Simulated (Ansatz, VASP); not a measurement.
## Ta in VASP and in Ansatz

```xyz
3
Lattice="4.9215 0.0000 0.0000 -2.4608 4.2622 0.0000 0.0000 0.0000 2.7541" Properties=species:S:1:pos:R:3 pbc="T T T"
Ta    2.4608    4.2622    0.0000
Ta    0.0000    2.8415    1.3771
Ta    2.4608    1.4207    1.3771
```

Alike in both runs: functional BLYP; k mesh 8 × 8 × 11; occupations fermi-dirac, width 0.1 eV; no spin polarisation.

Ansatz relaxed the structure, and its values are those at the end. VASP's run is a single point on that final structure, the one shown.

|  | VASP | Ansatz |
| --- | --- | --- |
| version | VASP 6.6.1 | Ansatz 0.2.0 |
| potentials or method | VASP PAW PBE potentials, release 64 (Ta_pv), cutoff 520 eV | plane waves (420 eV) with PAW, scalar-relativistic |
| valence electrons in the cell | 33 | 39 |

```csv
,VASP,Ansatz,Ansatz less VASP
pressure (GPa),0.9,0.0,-0.85
```

VASP's potentials were made for PBE, not for BLYP. VASP's potentials hold 33 valence electrons a cell and Ansatz's 39, so a difference there can come from the potentials and not from the codes.

Spin-orbit coupling is off throughout.
